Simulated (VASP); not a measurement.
# ZnSe4 (C2) in VASP: a series of runs, part 2 of 2

VASP 6.6.1. The steps go on from the part before.

## Step 3: Relaxation of shape and atoms at fixed volume, PBE (volume scaled by 0.94)

Contents of INCAR:

```
SYSTEM = ZnSe4
  ALGO = Normal
  EDIFF = 1E-6
  EDIFFG = -0.01
  ENCUT = 600
  GGA = PE
  IBRION = 2
  ISIF = 4
  ISMEAR = 0
  LASPH = .TRUE.
  LCHARG = .FALSE.
  LREAL = .FALSE.
  LWAVE = .FALSE.
  NELM = 80
  NSW = 50
  PREC = Accurate
  SIGMA = 0.02
```

Contents of KPOINTS:

```
k-points
0
G
  8 8 4
  0 0 0
```

Contents of POSCAR:

```
ZnSe4
1.0
    3.3097266844     -2.3574636009     -0.0081264188
    3.3097266844      2.3574636009     -0.0081264188
   -2.3998360676      0.0000000000      7.8421516036
Zn Se
1 4
Direct
    0.9839406958      0.0160593042      0.0000000000
    0.6482316205      0.6796217442      0.5969847155
    0.3203782558      0.3517683795      0.4030152845
    0.5982580870      0.9388086590      0.1689629440
    0.0611913410      0.4017419130      0.8310370560
```

Potentials or basis: VASP PAW PBE potentials, release 64 (Zn, Se).

The run is started by

```bash
> cat potpaw_PBE.64/Zn/POTCAR potpaw_PBE.64/Se/POTCAR > POTCAR
> mpirun -np 1 vasp_std > vasp.out
```

OUTCAR:

```text
SYSTEM = ZnSe4
   EDIFF = 1E-6
   EDIFFG = -0.01
   ENCUT = 600
   GGA = PE
   IBRION = 2
   ISIF = 4
   ISMEAR = 0
   LASPH = .TRUE.
   LREAL = .FALSE.
   NELM = 80
   NSW = 50
   PREC = Accurate

 ion  position               nearest neighbor table
   1  0.984  0.016  0.000-   4 2.46   5 2.46   4 2.51   5 2.51
   2  0.648  0.680  0.597-   3 2.28   5 2.46
   3  0.320  0.352  0.403-   2 2.28   4 2.46
   4  0.598  0.939  0.169-   3 2.46   1 2.46   1 2.51
   5  0.061  0.402  0.831-   2 2.46   1 2.46   1 2.51

  LATTYP: Found a base centered monoclinic cell.
 ALAT       =     6.6194733217
 B/A-ratio  =     0.7122813210
 C/A-ratio  =     1.2389401575
 COS(beta)  =    -0.2949695142

  Lattice vectors:

 A1 = (   3.3097266844,  -2.3574636009,  -0.0081264188)
 A2 = (   3.3097266844,   2.3574636009,  -0.0081264188)
 A3 = (  -2.3998360676,   0.0000000000,   7.8421516036)

Analysis of symmetry for initial positions (statically):
=====================================================================
 Subroutine PRICEL returns:
 Original cell was already a primitive cell.

 Routine SETGRP: Setting up the symmetry group for a
 base centered monoclinic supercell.

 Subroutine GETGRP returns: Found  2 space group operations
 (whereof  2 operations were pure point group operations)
 out of a pool of  4 trial point group operations.

The static configuration has the point symmetry C_2 .

Analysis of symmetry for dynamics (positions and initial velocities):
=====================================================================
 Subroutine PRICEL returns:
 Original cell was already a primitive cell.

 Routine SETGRP: Setting up the symmetry group for a
 base centered monoclinic supercell.

 Subroutine GETGRP returns: Found  2 space group operations
 (whereof  2 operations were pure point group operations)
 out of a pool of  4 trial point group operations.

[... 139 lines left out ...]
 Gauss-broadening in eV      SIGMA  =   0.02
  energy-cutoff  :      600.00
  volume of cell :      122.29
 maximum number of plane-waves:      4106
   NGX = 17   NGY = 17   NGZ = 33

--------------------------------------- Ionic step        1  -------------------------------------------

 number of electron      36.0000015 magnetization

 Free energy of the ion-electron system (eV)
  ---------------------------------------------------
  ext. energy  EPLUGINS =         0.00000000
  ---------------------------------------------------
  free energy    TOTEN  =       -15.64701549 eV

  energy without entropy =      -15.64701549  energy(sigma->0) =      -15.64701549

------------------------ aborting loop because EDIFF is reached ----------------------------------------

  FORCE on cell =-STRESS in cart. coord.  units (eV):
  Direction    XX          YY          ZZ          XY          YZ          ZX
  --------------------------------------------------------------------------------------
  -------------------------------------------------------------------------------------
  Total        2.0440188      1.8819382      2.4442662      0.0000000      0.0000000      0.2252587
  in kB       26.7805540     24.6569874     32.0245590      0.0000000      0.0000000      2.9513195
  external PRESSURE =      27.8207001 kB  Pullay stress =       0.0000000 kB
[... 98 lines left out ...]
  FREE ENERGIE OF THE ION-ELECTRON SYSTEM (eV)
  ---------------------------------------------------
  free  energy   TOTEN  =       -15.6553254185 eV

  energy  without entropy=      -15.6553254185  energy(sigma->0) =      -15.65532542

[... ionic steps 4 to 14 ...]

--------------------------------------- Ionic step       15  -------------------------------------------

 number of electron      35.9999996 magnetization

------------------------ aborting loop because EDIFF is reached ----------------------------------------
[... 73 lines left out ...]
--------------------------------------- Ionic step       17  -------------------------------------------

 number of electron      35.9999991 magnetization

 Free energy of the ion-electron system (eV)
  ---------------------------------------------------
  ext. energy  EPLUGINS =         0.00000000
  ---------------------------------------------------
  free energy    TOTEN  =       -15.66099984 eV

  energy without entropy =      -15.66099984  energy(sigma->0) =      -15.66099984

 E-fermi :   2.8455     XC(G=0):  -9.2960

 val. band max:        2.7084265160   @ k =  -0.2500   0.2500   0.5000
 cond. band min:       3.3749105340   @ k =  -0.0000  -0.0000   0.5000
 fundamental gap:      0.6664840180
 Fermi energy:         2.8455006901

 k-point     1 :       0.0000    0.0000    0.0000
  band No.  band energies     occupation
      1     -12.7582      2.00000
      2     -10.7934      2.00000
      3     -10.2514      2.00000
      4      -7.6024      2.00000
      5      -4.3232      2.00000
      6      -4.1090      2.00000
[... 589 lines left out ...]
     21       5.0762      0.00000
     22       6.3711      0.00000

 [... further k-points ...]
[... 5 lines left out ...]
  --------------------------------------------------------------------------------------
  -------------------------------------------------------------------------------------
  Total        1.3478115      1.3119616      1.3047014      0.0000000      0.0000000     -0.0238434
  in kB       17.6589077     17.1892050     17.0940824      0.0000000      0.0000000     -0.3123936
  external PRESSURE =      17.3140650 kB  Pullay stress =       0.0000000 kB
[... 20 lines left out ...]
  FREE ENERGIE OF THE ION-ELECTRON SYSTEM (eV)
  ---------------------------------------------------
  free  energy   TOTEN  =       -15.6609998372 eV

  energy  without entropy=      -15.6609998372  energy(sigma->0) =      -15.66099984

 reached required accuracy - stopping structural energy minimisation
```

OSZICAR:

```text
N       E                     dE             d eps       ncg     rms          rms(c)
DAV:   1     0.268197527591E+03    0.26820E+03   -0.17295E+04  3432   0.176E+03
DAV:   2     0.137169705813E+02   -0.25448E+03   -0.24802E+03  3868   0.345E+02
[... 115 lines left out ...]
  16 F= -.15660928E+02 E0= -.15660928E+02  d E =-.744260E-04
       N       E                     dE             d eps       ncg     rms          rms(c)
DAV:   1    -0.156612400994E+02   -0.31191E-03   -0.65993E-02  3432   0.158E+00    0.124E-01
DAV:   2    -0.156611124665E+02    0.12763E-03   -0.11768E-03  4062   0.353E-01    0.714E-02
DAV:   3    -0.156610043655E+02    0.10810E-03   -0.10420E-04  4696   0.115E-01    0.221E-02
DAV:   4    -0.156609994094E+02    0.49561E-05   -0.33465E-05  3692   0.461E-02    0.541E-03
DAV:   5    -0.156609998372E+02   -0.42785E-06   -0.41952E-06  3464   0.175E-02
  17 F= -.15661000E+02 E0= -.15661000E+02  d E =-.145958E-03
```

Wall time 22 min (1 thread of Intel Xeon Platinum 8259CL at 2.50GHz (Skylake/Cascade Lake), shared host); peak memory 0.43 GiB.

Results:

```yaml
Free_energy: -15.6610 eV
Energy_gained_by_relaxing: 2.8 meV/atom
Ionic_steps: 17
Pressure_after_relaxing: 1.7 GPa
Largest_force_after_relaxing: 0.006 eV/Å
Band_gap_on_the_k_mesh: 0.67 eV, indirect (least direct gap 1.01 eV)
```

Forces on the atoms (eV/Å):
```
Zn   0.000  0.006  0.000
Se   0.004 -0.003 -0.001
Se  -0.004 -0.003  0.001
Se   0.000  0.000  0.003
Se   0.000  0.000 -0.003
```

The path:
```csv
step,energy change (eV),largest force (eV/Å),pressure (GPa),volume (Å³)
1,0.0000,0.3014,2.78,122.29
2,-0.0082,0.1271,2.24,122.29
3,-0.0083,0.1236,2.15,122.29
4,-0.0119,0.0770,1.96,122.29
5,-0.0130,0.0615,1.79,122.29
6,-0.0136,0.0225,1.76,122.29
7,-0.0136,0.0231,1.73,122.29
8,-0.0136,0.0229,1.74,122.29
9,-0.0136,0.0232,1.73,122.29
10,-0.0136,0.0238,1.73,122.29
11,-0.0137,0.0148,1.73,122.29
12,-0.0138,0.0134,1.73,122.29
13,-0.0138,0.0109,1.73,122.29
14,-0.0138,0.0181,1.71,122.29
15,-0.0139,0.0161,1.72,122.29
16,-0.0139,0.0104,1.72,122.29
17,-0.0140,0.0064,1.73,122.29
```

Final structure:
```
Zn Se
1.0
     3.31016   -2.33080   -0.01801
     3.31016    2.33080   -0.01801
    -2.42364    0.00000    7.93807
Zn Se
1 4
Direct
  0.97900 0.02100 0.00000
  0.64745 0.68492 0.59731
  0.31508 0.35255 0.40269
  0.60243 0.93196 0.16981
  0.06804 0.39757 0.83019
```

Caveat: the cell differs from its parent crystal (volume scaled by 0.94).
